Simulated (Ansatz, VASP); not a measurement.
SrO: VASP beside Ansatz

The input POSCAR:

```
SrO
1.0
    0.0000000000      2.5798923266      2.4449639579
    2.5798923266      0.0000000000      2.4449639579
    2.5798923266      2.5798923266      0.0000000000
Sr O
1 1
Direct
    0.0000000000      0.0000000000      0.0000000000
    0.5000000000      0.5000000000      0.5000000000
```

INCAR.step1

```
SYSTEM = SrO
PREC     = Accurate       ! precision mode
ENCUT    = 520            ! plane-wave cutoff, eV
EDIFF    = 1E-5           ! SCF threshold, eV
ISMEAR   = 0              ! smearing method
SIGMA    = 0.01           ! smearing width, eV
LREAL    = .FALSE.        ! projectors in reciprocal space
LASPH    = .TRUE.         ! aspherical terms in the spheres
NELM     = 100            ! most SCF steps
ALGO     = Normal         ! electronic algorithm
ISIF     = 2              ! what is computed and relaxed
LWAVE    = .TRUE.         ! write WAVECAR
LCHARG   = .FALSE.        ! write CHGCAR
GGA      = PE             ! functional
NBANDS   = 15             ! bands
```

The input INCAR.step2:

```
SYSTEM = SrO
PREC     = Accurate       ! precision mode
ENCUT    = 520            ! plane-wave cutoff, eV
EDIFF    = 1E-6           ! SCF threshold, eV
ISMEAR   = 0              ! smearing method
SIGMA    = 0.01           ! smearing width, eV
LREAL    = .FALSE.        ! projectors in reciprocal space
LASPH    = .TRUE.         ! aspherical terms in the spheres
NELM     = 100            ! most SCF steps
ALGO     = Normal         ! electronic algorithm
ISIF     = 2              ! what is computed and relaxed
LWAVE    = .FALSE.        ! write WAVECAR
LCHARG   = .FALSE.        ! write CHGCAR
GGA      = PE             ! functional
LHFCALC  = .TRUE.         ! exact exchange
HFSCREEN = 0.2079         ! screening, 1/A
PRECFOCK = Normal       
ISTART   = 1            
NBANDS   = 15             ! bands
```

Contents of KPOINTS:

```
Automatic mesh
0
G
  6 6 6
  0 0 0
```

Input for Ansatz:

```yaml
crystal:
  lattice:
    - [0.0, 2.5798923266, 2.4449639579]
    - [2.5798923266, 0.0, 2.4449639579]
    - [2.5798923266, 2.5798923266, 0.0]
  atoms:
    - { symbol: Sr, position: [0.0, 0.0, 0.0] }
    - { symbol: O, position: [0.5, 0.5, 0.5] }
kpoints:
  mp_grid: { grid: [6, 6, 6] }
  band_path:
    path:
      - [0.0, 0.0, 0.0]
      - [0.5, 0.0, 0.5]
      - [0.625, 0.25, 0.625]
      - [0.375, 0.375, 0.75]
      - [0.5, 0.5, 0.5]
      - [0.5, 0.25, 0.75]
      - [0.5, 0.5, 0.0]
    npoints: 1
hamiltonian:
  xc: hse06
scf:
  occupations: { method: fixed }
  n_extra_bands: 4
output:
  forces: true
  stress: true
  eigenvalues: true
```

Change from the starting cell: uniaxial_z strain -5.2%.

Alike in both runs: task single point; functional HSE06; k mesh 6 × 6 × 6; no spin polarisation.

|  | VASP | Ansatz |
| --- | --- | --- |
| version | VASP 6.6.1 | Ansatz 0.2.0 |
| potentials or method | VASP PAW PBE potentials, release 64 (Sr_sv, O) | plane waves, PAW |
| plane-wave cutoff (eV) | 520 | 420 |
| occupations | gaussian, width 0.01 eV | fixed |
| valence electrons in the cell | 16 | 16 |

|  | VASP | Ansatz | Ansatz less VASP |
| --- | --- | --- | --- |
| gap on the k mesh at the Fermi level (eV) | 4.44 | 4.50 | +0.061 |
| pressure (GPa) | 6.6 | 5.9 | -0.71 |
| traceless stress, the component that is largest in VASP (GPa) | 6.86 | 6.50 | -0.366 |

Ansatz's warnings: stress exchange threshold loose, stress scf threshold loose.
